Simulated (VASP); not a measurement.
# Ge: single point with PBEsol

Crystal: Ge.

```
CELL_PARAMETERS angstrom
3.94356 0.00000 0.00000
-1.97178 3.41522 0.00000
0.00000 0.00000 6.51019
ATOMIC_POSITIONS crystal
Ge 0.66667 0.33333 0.06290
Ge 0.33333 0.66667 0.56290
Ge 0.66667 0.33333 0.43710
Ge 0.33333 0.66667 0.93710
```

This isn't the form of Ge at room conditions, which is diamond.

```json
{
 "Program": "VASP 6.6.1",
 "Task": "single point",
 "Functional": "PBEsol",
 "Potentials or basis": "VASP PAW PBE potentials, release 64 (Ge_d)",
 "Cutoff": "500 eV",
 "k mesh": "8 × 8 × 4",
 "Occupations": "fermi-dirac, width 0.15 eV",
 "Spin": "no spin polarisation"
}
```

| Item | Value |
| --- | --- |
| Pressure | 2.8 GPa |
| Largest force | 0.026 eV/Å |
| Band gap on the k mesh | zero (filled and empty bands touch) |

Forces on the atoms (eV/Å):
```
Ge   0.000  0.000  0.026
Ge   0.000  0.000  0.026
Ge   0.000  0.000 -0.026
Ge   0.000  0.000 -0.026
```

Stress tensor (GPa, compression positive):
```
2.90 0.00 0.00
0.00 2.90 0.00
0.00 0.00 2.55
```

Levels at points of the mesh, in eV from the Fermi level:
```csv
k point,band 24,band 25,band 26,band 27,band 28,band 29,band 30,band 31,band 32,band 33
"(0.00, 0.00, 0.00)",-1.57,-1.57,-0.19,-0.05,0.11,0.11,0.32,2.22,2.22,2.75
"(0.50, 0.00, 0.00)",-6.89,-4.84,-3.24,-3.01,-1.53,0.40,1.71,3.47,3.68,4.38
"(0.00, 0.00, 0.50)",-4.91,-0.92,-0.92,-0.92,-0.92,0.75,0.75,3.36,3.36,3.36
"(0.50, 0.00, 0.50)",-8.07,-2.68,-2.68,-2.55,-2.55,0.48,0.48,2.00,2.00,6.20
```

Wall time 2.3 min on 1 thread of Intel Xeon 8259CL (shared host), peak memory 0.23 GiB.

Caveat: semilocal functionals underestimate gaps, so a narrow gap can read as zero; the PAW data sets were made with another functional, which shifts forces and pressure a little.
